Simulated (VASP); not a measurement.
Wanted: the native input for a VASP 6.6.1 run.

| Quantity | Value |
| --- | --- |
| Task | relaxation of cell and atoms |
| Functional | PBEsol |
| Potentials or basis | VASP PAW PBE potentials, release 64 (Mg) |
| Cutoff | 600 eV |
| k mesh | 15 × 15 × 15 |
| Occupations | fermi-dirac, width 0.05 eV |
| Spin | no spin polarisation |
| Target pressure | -0.86 GPa |
| Dipole correction | no |
| Further INCAR settings | ALGO = Normal; EDIFF = 1e-07; IBRION = 2; EDIFFG = -0.005; NSW = 32; ISIF = 3 |

The structure of Mg lies in POSCAR:

```
Mg
1.0
    0.0000000000      2.2649685314      2.2649685314
    2.2649685314      0.0000000000      2.2649685314
    2.2649685314      2.2649685314      0.0000000000
Mg
1
Direct
    0.0000000000      0.0000000000      0.0000000000
```

This isn't the form of Mg at room conditions, which is hcp.

One way to write it, as run:

INCAR

```
SYSTEM = Mg
PREC = Accurate
ENCUT = 600
EDIFF = 1E-7
ISMEAR = -1
SIGMA = 0.05
LREAL = .FALSE.
LASPH = .TRUE.
NELM = 80
ALGO = Normal
ISIF = 3
LWAVE = .FALSE.
LCHARG = .FALSE.
GGA = PS
IBRION = 2
NSW = 32
EDIFFG = -0.005
PSTRESS = -8.6
```

KPOINTS

```
regular mesh
0
G
  15 15 15
  0 0 0
```

Potentials or basis: VASP PAW PBE potentials, release 64 (Mg).

The run is started by

```bash
$ cat potpaw_PBE.64/Mg/POTCAR > POTCAR
$ mpirun -np 1 vasp_std > vasp.out
```

It gave:

```
Relaxed volume                                             : 23.21 Å³/atom
Relaxed cell                                               : a = 3.202 Å, b = 3.202 Å, c = 3.202 Å, α = 60.00°, β = 60.00°, γ = 60.00°
Space group after relaxing (to 0.1 Å)                      : Fm-3m (No. 225)
Energy change on relaxing (the run minimises the enthalpy) : -0.1 meV/atom
Ionic steps                                                : 2
Pressure after relaxing                                    : -0.9 GPa
Band gap on the k mesh                                     : zero (bands 1 and 2 overlap by 2.22 eV)
```

Caveat: the cell is relaxed towards a set pressure, so the run minimises the enthalpy, not the energy; the PAW data sets were made with another functional, which shifts forces and pressure a little.

It took 14 s on 1 thread of Intel(R) Xeon(R) Platinum 8259CL CPU @ 2.50GHz (Skylake/Cascade Lake), on a shared host, peak memory 0.17 GiB.
